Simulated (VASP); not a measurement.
# Si2W3 (Amm2) in VASP: further runs, part 2 of 2

VASP 6.6.1. Earlier steps stand in the parts before.

## 3. Single point, PBE

The input, INCAR:

```
SYSTEM = Si2W3
ALGO     = Fast           ! electronic algorithm
EDIFF    = 1E-7           ! SCF threshold, eV
ENCUT    = 520            ! plane-wave cutoff, eV
GGA      = PE             ! functional
ISIF     = 2              ! what is computed and relaxed
ISMEAR   = 0              ! smearing method
LASPH    = .TRUE.         ! aspherical terms in the spheres
LCHARG   = .FALSE.        ! write CHGCAR
LREAL    = .FALSE.        ! projectors in reciprocal space
LWAVE    = .FALSE.        ! write WAVECAR
NBANDS   = 61             ! bands
NELM     = 100            ! most SCF steps
PREC     = Accurate       ! precision mode
SIGMA    = 0.15           ! smearing width, eV
```

The input, KPOINTS:

```
k-points
0
G
  6 6 12
  0 0 0
```

The input, POSCAR:

```
Si2W3
1.0
    6.6300342967      0.0000000000      0.0000000000
    0.0000000000      6.6300342967      0.0000000000
    0.0000000000      0.0000000000      3.3123213826
Si W
4 6
Direct
    0.1262340845      0.6262340845      0.0000000000
    0.8577681073      0.3577681073      0.0000000000
    0.6262340845      0.8577681073      0.0000000000
    0.3577681073      0.1262340845      0.0000000000
    0.5000000000      0.5000000000      0.0000000000
    0.0000000000      0.0000000000      0.0000000000
    0.6595119696      0.1595119696      0.5000000000
    0.3404880304      0.8404880304      0.5000000000
    0.1595119696      0.3404880304      0.5000000000
    0.8404880304      0.6595119696      0.5000000000
```

Potentials or basis: VASP PAW PBE potentials, release 64 (Si, W_sv).

Command:

```console
> cat potpaw_PBE.64/Si/POTCAR potpaw_PBE.64/W_sv/POTCAR > POTCAR
> mpirun -np 1 vasp_std > vasp.out
```

OUTCAR:

```text
SYSTEM = Si2W3
   EDIFF = 1E-7
   ENCUT = 520
   GGA = PE
   ISIF = 2
   ISMEAR = 0
   LASPH = .TRUE.
   LREAL = .FALSE.
   NELM = 100
   PREC = Accurate

 ion  position               nearest neighbor table
   1  0.126  0.626  0.000-   2 2.52   9 2.53  10 2.53   9 2.53  10 2.53   8 2.60   8 2.60   5 2.62
                             6 2.62
   2  0.858  0.358  0.000-   7 2.49   7 2.49   1 2.52   5 2.55   6 2.55  10 2.60   9 2.60   9 2.60
                            10 2.60
   3  0.626  0.858  0.000-   5 2.52   4 2.52   8 2.52   8 2.52  10 2.55  10 2.55   7 2.61   7 2.61
                             6 2.65
   4  0.358  0.126  0.000-   6 2.52   3 2.52   8 2.52   8 2.52   9 2.55   9 2.55   7 2.61   7 2.61
                             5 2.65
   5  0.500  0.500  0.000-   3 2.52   2 2.55   1 2.62   4 2.65   7 2.99   8 2.99   9 2.99  10 2.99
                             7 2.99   8 2.99   9 2.99  10 2.99
   6  0.000  0.000  0.000-   4 2.52   2 2.55   1 2.62   3 2.65   7 2.99   8 2.99   9 2.99  10 2.99
                             7 2.99   8 2.99   9 2.99  10 2.99
   7  0.660  0.160  0.500-   2 2.49   2 2.49   4 2.61   3 2.61   3 2.61   4 2.61   8 2.99   5 2.99
                             6 2.99   5 2.99   6 2.99
   8  0.340  0.840  0.500-   3 2.52   4 2.52   3 2.52   4 2.52   1 2.60   1 2.60   7 2.99   5 2.99
                             6 2.99   5 2.99   6 2.99
   9  0.160  0.340  0.500-   1 2.53   1 2.53   4 2.55   4 2.55   2 2.60   2 2.60  10 2.99   5 2.99
                             6 2.99   5 2.99   6 2.99
  10  0.840  0.660  0.500-   1 2.53   1 2.53   3 2.55   3 2.55   2 2.60   2 2.60   9 2.99   5 2.99
                             6 2.99   5 2.99   6 2.99

  LATTYP: Found a simple tetragonal cell.
 ALAT       =     6.6300342967
 C/A-ratio  =     0.4995934009

  Lattice vectors:

 A1 = (   6.6300342967,   0.0000000000,   0.0000000000)
 A2 = (   0.0000000000,   6.6300342967,   0.0000000000)
 A3 = (   0.0000000000,   0.0000000000,   3.3123213826)

Analysis of symmetry for initial positions (statically):
=====================================================================
 Subroutine PRICEL returns:
 Original cell was already a primitive cell.

[... 165 lines left out ...]
   LHFCALC =     F    Hartree Fock is set to
   AEXX    =    0.0000 exact exchange contribution
   IVDW    =     0    specifies the selected vdW correction
   LEPSILON=     F    determine dielectric tensor
   LRPA    =     F    only Hartree local field effects (RPA)
 non-spin polarized calculation
 RMM-DIIS sequential band-by-band and
 Gauss-broadening in eV      SIGMA  =   0.15
  energy-cutoff  :      520.00
  volume of cell :      145.60
 maximum number of plane-waves:      3945
 NGX is ok and might be reduce to    50
   NGX = 25   NGY = 25   NGZ = 13

 number of electron     100.0000000 magnetization

 number of electron      99.9999981 magnetization

 Free energy of the ion-electron system (eV)
  ---------------------------------------------------
  ext. energy  EPLUGINS =         0.00000000
  ---------------------------------------------------
  free energy    TOTEN  =       -99.15991854 eV

  energy without entropy =      -99.09574782  energy(sigma->0) =      -99.12783318

 E-fermi :  11.7187     XC(G=0): -12.9440

 val. band max:       11.7182330053   @ k =   0.3333   0.0000   0.4167
 cond. band min:      11.7295231438   @ k =   0.5000   0.3333   0.0000
 fundamental gap:      0.0112901385
 Fermi energy:        11.7187297998

 k-point     1 :       0.0000    0.0000    0.0000
  band No.  band energies     occupation
      1     -62.6523      2.00000
      2     -62.6468      2.00000
      3     -62.6391      2.00000
      4     -62.6255      2.00000
      5     -62.3601      2.00000
      6     -62.3576      2.00000
[... 1525 lines left out ...]
     60      13.1734      0.00000
     61      14.5222      0.00000

 [... further k-points ...]
[... 5 lines left out ...]
  --------------------------------------------------------------------------------------
  -------------------------------------------------------------------------------------
  Total        0.5114407      0.5114407      0.7801022      0.0207818      0.0000000      0.0000000
  in kB        5.6278417      5.6278417      8.5841655      0.2286812      0.0000000      0.0000000
  external PRESSURE =       6.6132830 kB  Pullay stress =       0.0000000 kB

 VOLUME and BASIS-vectors are now :
 -----------------------------------------------------------------------------
  energy-cutoff  :      520.00
  volume of cell :      145.60
      direct lattice vectors                 reciprocal lattice vectors
     6.630034297  0.000000000  0.000000000     0.150828782  0.000000000  0.000000000
     0.000000000  6.630034297  0.000000000     0.000000000  0.150828782  0.000000000
     0.000000000  0.000000000  3.312321383     0.000000000  0.000000000  0.301903072

 POSITION                                       TOTAL-FORCE (eV/Angst)
 -----------------------------------------------------------------------------------
      0.83694      4.15195      0.00000         0.565965      0.565965      0.000000
      5.68703      2.37201      0.00000         0.605600      0.605600      0.000000
      4.15195      5.68703      0.00000         0.719208      0.716772      0.000000
      2.37201      0.83694      0.00000         0.716772      0.719208      0.000000
      3.31502      3.31502      0.00000        -0.517677     -0.615539      0.000000
      0.00000      0.00000      0.00000        -0.615539     -0.517677      0.000000
      4.37259      1.05757      1.65616        -0.595885     -0.595885      0.000000
      2.25745      5.57246      1.65616        -0.620207     -0.620207      0.000000
      1.05757      2.25745      1.65616        -0.096811     -0.161425      0.000000
      5.57246      4.37259      1.65616        -0.161425     -0.096811      0.000000
 -----------------------------------------------------------------------------------
    total drift:                                0.000136      0.000136     -0.000000

  FREE ENERGIE OF THE ION-ELECTRON SYSTEM (eV)
  ---------------------------------------------------
  free  energy   TOTEN  =       -99.1599185358 eV

  energy  without entropy=      -99.0957478245  energy(sigma->0) =      -99.12783318
```

OSZICAR:

```text
N       E                     dE             d eps       ncg     rms          rms(c)
DAV:   1     0.123077807661E+04    0.12308E+04   -0.54593E+04 11142   0.180E+03
DAV:   2    -0.154918084479E+02   -0.12463E+04   -0.12146E+04 11280   0.565E+02
DAV:   3    -0.101578436114E+03   -0.86087E+02   -0.81894E+02 13312   0.134E+02
[... 16 lines left out ...]
RMM:  20    -0.991599181939E+02   -0.40774E-06   -0.12152E-06 12133   0.343E-03    0.640E-03
RMM:  21    -0.991599185835E+02   -0.38960E-06   -0.43485E-07 11309   0.263E-03    0.140E-03
RMM:  22    -0.991599186840E+02   -0.10054E-06   -0.18356E-07  8845   0.141E-03    0.128E-03
RMM:  23    -0.991599185583E+02    0.12567E-06   -0.35859E-08  7964   0.759E-04    0.429E-04
RMM:  24    -0.991599185358E+02    0.22545E-07   -0.14483E-08  6805   0.418E-04
   1 F= -.99159919E+02 E0= -.99127833E+02  d E =-.641707E-01
```

Run time: 12 min. Hardware: 1 thread of Intel Xeon 6975P-C (Granite Rapids), shared host; peak memory 0.65 GiB.

Results:

```
Free energy            : -99.1599 eV
Pressure               : 0.7 GPa
Largest force          : 1.015 eV/Å
Band gap on the k mesh : zero (bands 50 and 51 overlap by 1.66 eV)
```

Forces in eV/Å, atoms in the order of the input:
```
Si   0.566  0.566  0.000
Si   0.606  0.606  0.000
Si   0.719  0.717  0.000
Si   0.717  0.719  0.000
W   -0.518 -0.616  0.000
W   -0.616 -0.518  0.000
W   -0.596 -0.596  0.000
W   -0.620 -0.620  0.000
W   -0.097 -0.161  0.000
W   -0.161 -0.097  0.000
```

Caveat: the cell differs from its parent crystal (all Si atoms moved +0.075 Å, as atom 1 towards its neighbour atom 2 (Si) at 2.517 Å); spin-orbit coupling is left out, which moves the levels of the heavy elements; forces of over 1 eV/Å act on the atoms, so gaps and moduli don't describe the material at rest.
